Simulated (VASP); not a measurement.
Crystal: ZnS.

```
Zn S
1.0
     0.00000    2.70200    2.70200
     2.70200    0.00000    2.70200
     2.70200    2.70200    0.00000
Zn S
1 1
Direct
  0.75000 0.75000 0.75000
  0.00000 0.00000 0.00000
```

| Quantity | Value |
| --- | --- |
| Program | VASP 6.6.1 |
| Task | relaxation of cell and atoms |
| Functional | PBEsol |
| Potentials or basis | VASP PAW PBE potentials, release 64 (Zn, S) |
| Cutoff | 600 eV |
| k mesh | 9 × 9 × 9 |
| Occupations | fermi-dirac, width 0.05 eV |
| Spin | no spin polarisation |

At the start: pressure -1.8 GPa; volume 19.73 Å³/atom.

How do energy, volume and symmetry change on relaxing?

Over 3 steps the energy falls by 2.7 meV/atom and the volume is 19.26 Å³/atom (-2.4 %); space group F-43m (No. 216, to 0.05 Å).

Step by step:
| step | energy change (eV) | largest force (eV/Å) | pressure (GPa) | volume (Å³) |
| --- | --- | --- | --- | --- |
| 1 | 0.0000 | 0.0000 | -1.79 | 39.45 |
| 2 | -0.0047 | 0.0000 | 0.64 | 38.21 |
| 3 | -0.0054 | 0.0000 | 0.01 | 38.52 |

Final structure:
```cif
data_structure
_symmetry_space_group_name_H-M 'P 1'
_symmetry_Int_Tables_number 1
_cell_length_a 3.7907
_cell_length_b 3.7907
_cell_length_c 3.7907
_cell_angle_alpha 60.000
_cell_angle_beta 60.000
_cell_angle_gamma 60.000
_cell_volume 38.52
loop_
_atom_site_label
_atom_site_type_symbol
_atom_site_fract_x
_atom_site_fract_y
_atom_site_fract_z
_atom_site_occupancy
Zn1 Zn 0.75000 0.75000 0.75000 1
S1 S 0.00000 0.00000 0.00000 1
```

Caveat: the PAW data sets were made with another functional, which shifts forces and pressure a little.
